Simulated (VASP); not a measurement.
A run of VASP 6.6.1 is set up as follows.

The input POSCAR:

```
Cu
1.0
    0.0000000000      1.8075000000      1.8075000000
    1.8075000000      0.0000000000      1.8075000000
    1.8075000000      1.8075000000      0.0000000000
Cu
1
Direct
    0.0000000000      0.0000000000      0.0000000000
```

The input INCAR.step1:

```
SYSTEM = Cu
PREC     = Accurate       ! precision mode
ENCUT    = 520            ! plane-wave cutoff, eV
ISMEAR   = 1              ! smearing method
SIGMA    = 0.1            ! smearing width, eV
LREAL    = .FALSE.        ! projectors in reciprocal space
LASPH    = .TRUE.         ! aspherical terms in the spheres
NELM     = 100            ! most SCF steps
NBANDS   = 12             ! bands
GGA      = PE             ! functional
ALGO     = Normal         ! electronic algorithm
EDIFF    = 1E-4           ! SCF threshold, eV
LWAVE    = .TRUE.         ! write WAVECAR
LCHARG   = .FALSE.        ! write CHGCAR
```

INCAR.step2

```
SYSTEM = Cu
PREC     = Accurate       ! precision mode
ENCUT    = 520            ! plane-wave cutoff, eV
EDIFF    = 1E-7           ! SCF threshold, eV
ISMEAR   = 1              ! smearing method
SIGMA    = 0.1            ! smearing width, eV
LREAL    = .FALSE.        ! projectors in reciprocal space
LASPH    = .TRUE.         ! aspherical terms in the spheres
NELM     = 100            ! most SCF steps
ALGO     = Normal         ! electronic algorithm
ISIF     = 2              ! what is computed and relaxed
LWAVE    = .FALSE.        ! write WAVECAR
LCHARG   = .FALSE.        ! write CHGCAR
METAGGA  = R2SCAN         ! meta-GGA
LMIXTAU  = .TRUE.       
NBANDS   = 12             ! bands
ISTART   = 1
```

The input KPOINTS:

```
regular mesh
0
G
  13 13 13
  0 0 0
```

Potentials or basis: VASP PAW PBE potentials, release 64 (Cu).

Launch:

```bash
$ cat potpaw_PBE.64/Cu/POTCAR > POTCAR
$ cp INCAR.step1 INCAR
$ mpirun -np 1 vasp_std > vasp.out
$ cp INCAR.step2 INCAR
$ mpirun -np 1 vasp_std > vasp.out
```

(1) Predict the pressure.

Answers

(1) -4.3 GPa.

Caveat: the PAW data sets were made with another functional, which shifts forces and pressure a little.
